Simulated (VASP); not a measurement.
**SnSe2: single point with PBEsol**

The system is SnSe2.

```
Sn Se
1.0
     3.81587    0.00000    0.00000
    -1.90794    3.30464    0.00000
     0.00000    0.00000    6.12133
Sn Se
1 2
Cartesian
  0.0000 0.0000 0.0000
  0.0000 2.2031 1.5869
  1.9079 1.1015 4.5345
```

* Program: VASP 6.6.1
* Task: single point
* Functional: PBEsol
* Potentials or basis: VASP PAW PBE potentials, release 64 (Sn_d, Se)
* Cutoff: 520 eV
* k mesh: 10 × 10 × 6
* Occupations: gaussian, width 0.05 eV
* Spin: no spin polarisation

* Pressure: 0.2 GPa
* Largest force: 0.018 eV/Å
* Band gap on the k mesh: 0.49 eV (least direct gap 0.96 eV)

Forces in eV/Å, atoms in the order of the input:
```
Sn   0.000  0.000  0.000
Se   0.000  0.000  0.018
Se   0.000  0.000 -0.018
```

Levels at points of the mesh, in eV from the valence-band top:
| k point | band 9 | band 10 | band 11 | band 12 | band 13 | band 14 | band 15 | band 16 | band 17 | band 18 |
| --- | --- | --- | --- | --- | --- | --- | --- | --- | --- | --- |
| (0.00, 0.00, 0.00) | -0.62 | -0.62 | -0.38 | -0.38 | -0.13 | 0.83 | 2.93 | 4.56 | 4.56 | 7.98 |
| (0.50, 0.00, 0.00) | -4.42 | -3.12 | -2.57 | -1.51 | -0.31 | 1.11 | 3.55 | 5.08 | 5.08 | 6.81 |
| (0.00, 0.00, 0.50) | -2.34 | -0.74 | -0.74 | -0.18 | -0.18 | 2.44 | 2.82 | 4.24 | 4.24 | 7.56 |
| (0.50, 0.00, 0.50) | -4.97 | -2.35 | -2.06 | -0.98 | -0.81 | 0.62 | 3.92 | 4.54 | 5.64 | 6.04 |

Run time: 33 s on 1 thread of Intel(R) Xeon(R) 6975P-C (Granite Rapids), with other jobs on the host, peak memory 0.25 GiB.

Caveat: semilocal functionals underestimate gaps, and a narrow one can read as zero; the PAW data sets were made with another functional, which shifts forces and pressure a little; spin-orbit coupling is left out, which moves the levels of the heavy elements; this functional lacks dispersion, which binds layers or chains, so the pressure and a relaxed spacing across them are unreliable. A k mesh can miss the band edges.
